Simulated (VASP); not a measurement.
# TaGe3W2 (P4/mmm) in VASP: further runs, part 2 of 2

VASP 6.6.1. Earlier steps stand in the parts before.

**3. Single point, PBE**

This run uses another cell than the first one, of 22.24 Å³/atom.

Input file INCAR:

```
PREC = Accurate
ENCUT = 520
EDIFF = 1E-7
ISMEAR = 0
SIGMA = 0.1
LREAL = F
LASPH = T
NELM = 80
ALGO = Normal
ISIF = 2
LWAVE = F
LCHARG = F
GGA = PE
NBANDS = 50
```

Input file KPOINTS:

```
Automatic mesh
0
Gamma
  4 4 2
```

Input file POSCAR:

```
TaGe3W2
1.0
    3.6424621079      0.0000000000      0.0000000000
    0.0000000000      3.6424621079      0.0000000000
    0.0000000000      0.0000000000     10.0580134966
Ta Ge W
1 3 2
Direct
    0.0000000000      0.0000000000      0.0000000000
    0.0000000000      0.0000000000      0.2591444815
    0.0000000000      0.0000000000      0.7408555185
    0.5000000000      0.5000000000      0.0000000000
    0.0000000000      0.0000000000      0.5000000000
    0.5000000000      0.5000000000      0.5000000000
```

Potentials or basis: VASP PAW PBE potentials, release 64 (Ta_pv, Ge_d, W_sv).

Launch:

```
> cat potpaw_PBE.64/Ta_pv/POTCAR potpaw_PBE.64/Ge_d/POTCAR potpaw_PBE.64/W_sv/POTCAR > POTCAR
> mpirun -np 1 vasp_std > vasp.out
```

Wall time 1.9 min (1 thread of AMD EPYC 9R14 (Zen 4), shared host); peak memory 0.24 GiB.

Results (log left out):

- Free energy: -46.1866 eV
- Pressure: 0.2 GPa
- Largest force: 0.011 eV/Å
- Band gap on the k mesh: zero (an odd number of electrons rules out a gap without spin polarisation)

Forces in eV/Å, atoms in the order of the input:
```
Ta   0.000  0.000  0.000
Ge   0.000  0.000 -0.011
Ge   0.000  0.000  0.011
Ge   0.000  0.000  0.000
W    0.000  0.000  0.000
W    0.000  0.000  0.000
```

Stress tensor (GPa, compression positive):
```
0.27 0.00 0.00
0.00 0.27 0.00
0.00 0.00 0.09
```

Levels at points of the mesh, in eV from the Fermi level:
```
           k point  band 39  band 40  band 41  band 42  band 43  band 44
(0.00, 0.00, 0.00)     0.34     0.48     0.76     0.86     0.86     1.58
(0.50, 0.00, 0.00)    -0.41    -0.37    -0.04     0.33     0.84     1.16
(0.50, 0.50, 0.00)    -0.82    -0.82    -0.28     0.23     0.64     1.55
(0.00, 0.00, 0.50)     0.12     0.30     0.76     1.05     1.05     1.17
(0.50, 0.00, 0.50)    -0.39    -0.29    -0.04     0.33     0.53     0.60
(0.50, 0.50, 0.50)    -1.50    -0.51     0.15     0.15     0.70     1.31
```

Caveat: the k points lie up to 0.43 Å⁻¹ apart, too coarse for converged energies and pressures of a metal; spin-orbit coupling is left out, which moves the levels of the heavy elements.

**4. Single point, PBE**

This run uses another cell than the first one, of 22.16 Å³/atom.

Input file INCAR:

```
  ALGO = Normal
  EDIFF = 1E-6
  ENCUT = 520
  GGA = PE
  ISIF = 2
  ISMEAR = 0
  LASPH = True
  LCHARG = False
  LREAL = False
  LWAVE = False
  NBANDS = 50
  NELM = 60
  PREC = Accurate
  SIGMA = 0.1
```

Input file KPOINTS:

```
k-points
0
Gamma
  6 6 2
```

Input file POSCAR:

```
TaGe3W2
1.0
    3.6383193977      0.0000000000      0.0000000000
    0.0000000000      3.6383193977      0.0000000000
    0.0000000000      0.0000000000     10.0443812906
Ta Ge W
1 3 2
Direct
    0.0000000000      0.0000000000      0.0000000000
    0.0000000000      0.0000000000      0.2568941315
    0.0000000000      0.0000000000      0.7431058685
    0.5000000000      0.5000000000      0.0000000000
    0.0000000000      0.0000000000      0.5000000000
    0.5000000000      0.5000000000      0.5000000000
```

Launch:

```
> cat potpaw_PBE.64/Ta_pv/POTCAR potpaw_PBE.64/Ge_d/POTCAR potpaw_PBE.64/W_sv/POTCAR > POTCAR
> mpirun -np 1 vasp_std > vasp.out
```

Wall time 2.6 min (1 thread of AMD EPYC 9R14 (Zen 4), shared host); peak memory 0.27 GiB.

It converged, with:

```yaml
Free_energy: -46.3215 eV
Pressure: 0.1 GPa
Band_gap_on_the_k_mesh: zero (an odd number of electrons rules out a gap without spin polarisation)
```

Stress tensor (GPa, compression positive):
```
 0.21  0.00  0.00
 0.00  0.21  0.00
 0.00  0.00 -0.03
```

Levels at points of the mesh, in eV from the Fermi level:
| k point | band 38 | band 39 | band 40 | band 41 | band 42 | band 43 |
| --- | --- | --- | --- | --- | --- | --- |
| (0.00, 0.00, 0.00) | 0.35 | 0.37 | 0.37 | 0.93 | 0.93 | 0.93 |
| (0.50, 0.00, 0.00) | -1.53 | -0.56 | -0.51 | -0.24 | 0.15 | 0.88 |
| (0.50, 0.50, 0.00) | -1.59 | -0.82 | -0.82 | -0.42 | 0.27 | 0.59 |
| (0.00, 0.00, 0.50) | 0.15 | 0.15 | 0.19 | 0.93 | 1.14 | 1.14 |
| (0.50, 0.00, 0.50) | -0.91 | -0.58 | -0.41 | -0.24 | 0.15 | 0.40 |
| (0.50, 0.50, 0.50) | -1.78 | -1.56 | -0.62 | 0.15 | 0.15 | 0.72 |

Caveat: spin-orbit coupling is left out, which moves the levels of the heavy elements.

**5. Relaxation of cell and atoms, PBE**

Input file INCAR:

```
  ALGO = Normal
  EDIFF = 1E-7
  EDIFFG = -0.04
  ENCUT = 600
  GGA = PE
  IBRION = 2
  ISIF = 3
  ISMEAR = 0
  LASPH = True
  LCHARG = False
  LREAL = False
  LWAVE = False
  NELM = 80
  NSW = 90
  PREC = Accurate
  SIGMA = 0.1
```

Input file KPOINTS:

```
k-points
0
Gamma
  4 4 2
```

Input file POSCAR:

```
TaGe3W2
1.0
    3.8035891200      0.0000000000      0.0000000000
    0.0000000000      3.8035891200      0.0000000000
    0.0000000000      0.0000000000      8.8046840400
Ta Ge W
1 3 2
Direct
    0.0000000000      0.0000000000      0.0000000000
    0.0000000000      0.0000000000      0.2580289000
    0.0000000000      0.0000000000      0.7419711000
    0.5000000000      0.5000000000      0.0000000000
    0.0000000000      0.0000000000      0.5000000000
    0.5000000000      0.5000000000      0.5000000000
```

Launch:

```
> cat potpaw_PBE.64/Ta_pv/POTCAR potpaw_PBE.64/Ge_d/POTCAR potpaw_PBE.64/W_sv/POTCAR > POTCAR
> mpirun -np 1 vasp_std > vasp.out
```

Wall time 18 min (1 thread of AMD EPYC 9R14 (Zen 4), shared host); peak memory 0.27 GiB.

It converged, with:

```
Free energy                           : -46.1851 eV
Relaxed volume                        : 22.30 Å³/atom
Relaxed cell                          : a = 3.647 Å, b = 3.647 Å, c = 10.057 Å, α = 90.00°, β = 90.00°, γ = 90.00°
Space group after relaxing (to 0.1 Å) : P4/mmm (No. 123)
Energy gained by relaxing             : 597.0 meV/atom
Ionic steps                           : 13
Pressure after relaxing               : -0.1 GPa
Largest force after relaxing          : 0.022 eV/Å
Band gap on the k mesh                : zero (an odd number of electrons rules out a gap without spin polarisation)
```

Forces on the atoms (eV/Å):
```
Ta   0.000  0.000  0.000
Ge   0.000  0.000  0.022
Ge   0.000  0.000 -0.022
Ge   0.000  0.000  0.000
W    0.000  0.000  0.000
W    0.000  0.000  0.000
```

Stress tensor (GPa, compression positive):
```
-0.15  0.00  0.00
 0.00 -0.15  0.00
 0.00  0.00  0.04
```

Step by step:
| step | energy change (eV) | largest force (eV/Å) | pressure (GPa) | volume (Å³) |
| --- | --- | --- | --- | --- |
| 1 | 0.0000 | 2.9233 | 14.89 | 127.38 |
| 2 | 0.2363 | 0.2130 | -2.10 | 156.43 |
| 3 | -1.1522 | 0.8435 | -5.13 | 151.08 |
| 4 | -2.4154 | 1.4623 | -6.42 | 145.83 |
| 5 | -3.3448 | 1.3504 | -2.98 | 137.21 |
| 6 | -3.3543 | 1.5372 | -4.23 | 138.71 |
| 7 | -3.3622 | 1.4706 | -3.76 | 138.09 |
| 8 | -3.4942 | 0.6464 | 3.65 | 129.66 |
| 9 | -3.5303 | 0.9153 | 1.04 | 132.20 |
| 10 | -3.5784 | 0.0369 | 0.67 | 132.92 |
| 11 | -3.5786 | 0.0262 | 0.68 | 132.87 |
| 12 | -3.5804 | 0.0201 | -0.60 | 134.40 |
| 13 | -3.5819 | 0.0225 | -0.09 | 133.78 |

Final structure:
```yaml
crystal:
  lattice:
    - [3.64723, 0.00000, 0.00000]
    - [0.00000, 3.64723, 0.00000]
    - [0.00000, 0.00000, 10.05664]
  atoms:
    - { symbol: Ta, position: [0.00000, 0.00000, 0.00000] }
    - { symbol: Ge, position: [0.00000, 0.00000, 0.25896] }
    - { symbol: Ge, position: [0.00000, 0.00000, 0.74104] }
    - { symbol: Ge, position: [0.50000, 0.50000, 0.00000] }
    - { symbol: W, position: [0.00000, 0.00000, 0.50000] }
    - { symbol: W, position: [0.50000, 0.50000, 0.50000] }
```

Levels at points of the mesh, in eV from the Fermi level:
```
           k point  band 38  band 39  band 40  band 41  band 42  band 43  band 44  band 45
(0.00, 0.00, 0.00)     0.33     0.33     0.48     0.76     0.85     0.85     1.57     2.72
(0.50, 0.00, 0.00)    -1.36    -0.41    -0.37    -0.04     0.33     0.84     1.16     1.40
(0.50, 0.50, 0.00)    -1.56    -0.81    -0.81    -0.27     0.23     0.64     1.55     1.85
(0.00, 0.00, 0.50)     0.11     0.11     0.29     0.76     1.04     1.04     1.18     2.82
(0.50, 0.00, 0.50)    -0.79    -0.40    -0.29    -0.04     0.33     0.53     0.59     0.88
(0.50, 0.50, 0.50)    -1.72    -1.51    -0.51     0.15     0.15     0.70     1.32     1.32
```

Caveat: the k points lie up to 0.43 Å⁻¹ apart in the final cell, too coarse for converged energies and pressures of a metal; spin-orbit coupling is left out, which moves the levels of the heavy elements.

**6. Summary**

| task | cell | k mesh | cutoff (eV) | gap on the mesh (eV) | pressure (GPa) | largest force (eV/Å) |
| --- | --- | --- | --- | --- | --- | --- |
| single point | a = 3.804, b = 3.804, c = 8.805 Å, 6 atoms | 4 × 4 × 2 | 520 | none | 14.8 | 2.92 |
| single point | a = 3.642, b = 3.642, c = 10.058 Å, 6 atoms | 4 × 4 × 2 | 520 | none | 0.2 | 0.01 |
| single point | a = 3.638, b = 3.638, c = 10.044 Å, 6 atoms | 6 × 6 × 2 | 520 | none | 0.1 | - |
| relaxation of cell and atoms | relaxed from a = 3.804, b = 3.804, c = 8.805 Å, 6 atoms | 4 × 4 × 2 | 600 | none | -0.1 | 0.02 |

Alike in all rows: level PBE; potentials or basis VASP PAW PBE potentials, release 64 (Ta_pv, Ge_d, W_sv); no spin polarisation; smearing gaussian 0.1 eV.

Caveats: some runs use coarse meshes; spin-orbit coupling is left out, which moves the levels of the heavy elements; forces of over 1 eV/Å act on the atoms, so gaps and moduli don't describe the material at rest (at least some runs).

Total energies depend on the potentials used, so only differences within one code and one set of settings carry meaning.
